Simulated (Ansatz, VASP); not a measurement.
# Two plane-wave programs on Cd4Se

```
Cd Se
1.0
     6.11093    0.00000    0.00000
     0.00000    6.11093    0.00000
     0.00000    0.00000    3.80689
Cd Se
4 1
Cartesian
  4.4939 4.4939 0.0000
  1.6170 1.6170 0.0000
  1.6170 4.4939 0.0000
  4.4939 1.6170 0.0000
  0.0000 0.0000 1.9034
```

Alike in both runs: functional PBE; k mesh 4 × 4 × 6; occupations gaussian, width 0.1 eV; no spin polarisation.

Ansatz relaxed the structure, and its values are those at the end. VASP's run is a single point on that final structure, the one shown.

|  | VASP | Ansatz |
| --- | --- | --- |
| version | VASP 6.6.1 | Ansatz 0.2.0 |
| potentials or method | VASP PAW PBE potentials, release 64 (Cd, Se), cutoff 520 eV | scalar-relativistic, plane waves, PAW |
| valence electrons in the cell | 54 | 96 |

```tsv
	VASP	Ansatz	Ansatz less VASP
gap on the k mesh at the Fermi level (eV)	none	none	-
pressure (GPa)	0.4	0.2	-0.20
rms of the force components (eV/Å)	0.011	0.010	-0.0007
```

A gap of «none» marks a metal or a gap that the smearing closes. The functional is the same, so the differences come from potentials, cutoffs and numerics. VASP's potentials hold 54 valence electrons a cell and Ansatz's 96, so a difference there can come from the potentials and not from the codes.
